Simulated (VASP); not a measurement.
**Al2Cu: single point with LDA**

Crystal: Al2Cu.

```xyz
3
Lattice="3.9479 0.0000 0.0000 0.0000 3.9479 0.0000 0.0000 0.0000 2.8214" Properties=species:S:1:pos:R:3 pbc="T T T"
Al    1.9740    0.0000    1.4107
Al    0.0000    1.9740    1.4107
Cu    0.0000    0.0000    0.0000
```

```json
{"Program": "VASP 6.6.1", "Task": "single point", "Functional": "LDA", "Potentials or basis": "VASP PAW LDA potentials, release 64 (Al, Cu)", "Cutoff": "520 eV", "k mesh": "10 × 10 × 14", "Occupations": "gaussian, width 0.15 eV", "Spin": "no spin polarisation", "Dipole correction": "no", "Further INCAR settings": "ALGO = Normal; EDIFF = 1e-06; NBANDS = 16"}
```

The pressure is 5.8 GPa.

Stress tensor (GPa, compression positive):
```
6.83 0.00 0.00
0.00 6.83 0.00
0.00 0.00 3.77
```

Levels at points of the mesh, in eV from the Fermi level:
```csv
k point,band 5,band 6,band 7,band 8,band 9,band 10,band 11,band 12,band 13,band 14
"(0.00, 0.00, 0.00)",-4.45,-4.45,-2.45,-2.45,0.39,0.96,6.10,6.86,6.86,7.36
"(0.50, 0.00, 0.00)",-4.69,-4.49,-4.45,-1.03,1.79,1.97,2.45,7.58,8.84,9.65
"(0.50, 0.50, 0.00)",-4.74,-4.53,-4.48,-4.48,-2.57,8.86,8.86,9.47,10.77,10.77
"(0.00, 0.00, 0.50)",-5.21,-4.43,-3.26,2.80,2.80,2.81,2.81,2.97,3.13,4.56
"(0.50, 0.00, 0.50)",-4.53,-4.48,-3.30,-2.66,-1.75,3.89,4.19,4.76,5.60,6.67
"(0.50, 0.50, 0.50)",-4.24,-3.78,-2.37,-2.37,-1.06,-0.95,0.21,0.21,2.39,12.78
```

It took 44 s on 1 thread of Intel(R) Xeon(R) 6975P-C (Granite Rapids) (shared host), peak memory 0.22 GiB.
